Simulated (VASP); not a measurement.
Here is a VASP 6.6.1 calculation.

The input POSCAR:

```
Sr2LuNiO6
1.0
    0.0000000000      5.7590870000      0.0000000000
    5.7590870000      0.0000000000      0.0000000000
    2.8795430000      2.8795430000     -4.1003610000
O Lu Sr Ni
6 1 2 1
Direct
    0.2270000000      0.2890000000      0.0000000000
    0.2890000000      0.7730000000      0.0000000000
    0.7730000000      0.7110000000      0.0000000000
    0.7110000000      0.2270000000      0.0000000000
    0.2550000000      0.2550000000      0.4900000000
    0.7450000000      0.7450000000      0.5100000000
    0.5000000000      0.5000000000      0.0000000000
    0.7500000000      0.2500000000      0.5000000000
    0.2500000000      0.7500000000      0.5000000000
    0.0000000000      0.0000000000      0.0000000000
```

Contents of INCAR.step1:

```
PREC = Accurate
ENCUT = 520
ISMEAR = -1
SIGMA = 0.1
LREAL = F
LASPH = T
NELM = 100
NBANDS = 56
GGA = PE
ALGO = Normal
EDIFF = 1E-4
LWAVE = T
LCHARG = F
```

INCAR.step2

```
PREC = Accurate
ENCUT = 520
EDIFF = 1E-6
ISMEAR = -1
SIGMA = 0.1
LREAL = F
LASPH = T
NELM = 100
ALGO = Normal
ISIF = 2
LWAVE = F
LCHARG = F
METAGGA = R2SCAN
LMIXTAU = T
NBANDS = 56
ISTART = 1
```

File KPOINTS:

```
Automatic mesh
0
Gamma
  5 5 5
```

Potentials or basis: VASP PAW PBE potentials, release 64 (O, Lu, Sr_sv, Ni).

Run with:

```bash
$ cat potpaw_PBE.64/O/POTCAR potpaw_PBE.64/Lu/POTCAR potpaw_PBE.64/Sr_sv/POTCAR potpaw_PBE.64/Ni/POTCAR > POTCAR
$ cp INCAR.step1 INCAR
$ mpirun -np 1 vasp_std > vasp.out
$ cp INCAR.step2 INCAR
$ mpirun -np 1 vasp_std > vasp.out
```

(1) Predict the largest force.

(2) Estimate the pressure.

## Answers

(1) 4.630 eV/Å.

(2) -2.1 GPa.

Caveat: the PAW data sets were made with another functional, which shifts forces and pressure a little; an odd number of electrons without spin polarisation forces a metal; a magnetic or distorted state may lie lower; the run has no spin polarisation, though such a crystal can be magnetic.
